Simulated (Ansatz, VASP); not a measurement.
## CdSe: VASP beside Ansatz

INCAR

```
PREC = Accurate ; ENCUT = 520
EDIFF = 1E-6 ; ISMEAR = 0
SIGMA = 0.01 ; LREAL = F
LASPH = T ; NELM = 60
ALGO = Normal ; ISIF = 2
LWAVE = F ; LCHARG = F
GGA = PS ; NBANDS = 16
```

File KPOINTS:

```
regular mesh
0
Gamma
  6 6 6
```

The input POSCAR:

```
CdSe
1.0
    0.0000000000      3.0413470752      3.0261403398
    3.0413470752      0.0000000000      3.0261403398
    3.0413470752      3.0413470752      0.0000000000
Cd Se
1 1
Direct
    0.0000000000      0.0000000000      0.0000000000
    0.7500000000      0.7500000000      0.7500000000
```

Input for Ansatz:

```yaml
crystal:
  lattice:
    - [0.0, 3.04134707518, 3.0261403398]
    - [3.04134707518, 0.0, 3.0261403398]
    - [3.04134707518, 3.04134707518, 0.0]
  atoms:
    - { symbol: Cd, position: [0.0, 0.0, 0.0] }
    - { symbol: Se, position: [0.75, 0.75, 0.75] }
kpoints:
  mp_grid: { grid: [6, 6, 6] }
scf:
  occupations: { method: fixed }
  convergence: { dr2_threshold: 1.0e-10 }
hamiltonian:
  xc: pbesol
  pseudopotentials: { kind: all_electron, lapw: { basis_error: 0.0005 } }
output:
  forces: true
  stress: true
  eigenstates:
    kpoints:
      - [0.0, 0.0, 0.0]
      - [0.5, 0.5, 0.0]
      - [0.5, 0.0, 0.5]
      - [0.0, 0.5, 0.5]
      - [0.0, 0.5, 0.0]
      - [0.5, 0.0, 0.0]
      - [0.0, 0.0, 0.5]
      - [0.5, 0.5, 0.5]
  eigenvalues: true
```

Change from the starting cell: z stretched by -0.5 %, x and y held.

Alike in both runs: task single point; functional PBEsol; k mesh 6 × 6 × 6; no spin polarisation.

|  | VASP | Ansatz |
| --- | --- | --- |
| version | VASP 6.6.1 | Ansatz 0.2.0 |
| potentials or method | VASP PAW PBE potentials, release 64 (Cd, Se), cutoff 520 eV | all-electron LAPW, scalar-relativistic |
| occupations | gaussian, width 0.01 eV | fixed |

VASP gave:

| Quantity | Value |
| --- | --- |
| gap on the k mesh at the Fermi level (eV) | 0.48 |
| pressure (GPa) | 0.6 |
| traceless stress, the component that is largest in VASP (GPa) | 0.06 |

Problem. Which values does Ansatz return?

Solution. gap on the k mesh at the Fermi level (eV): 0.48; pressure (GPa): 0.3; traceless stress, the component that is largest in VASP (GPa): 0.06.

VASP's potentials were made for PBE, not for PBEsol. Ansatz ran all-electron here, and VASP with PAW potentials.
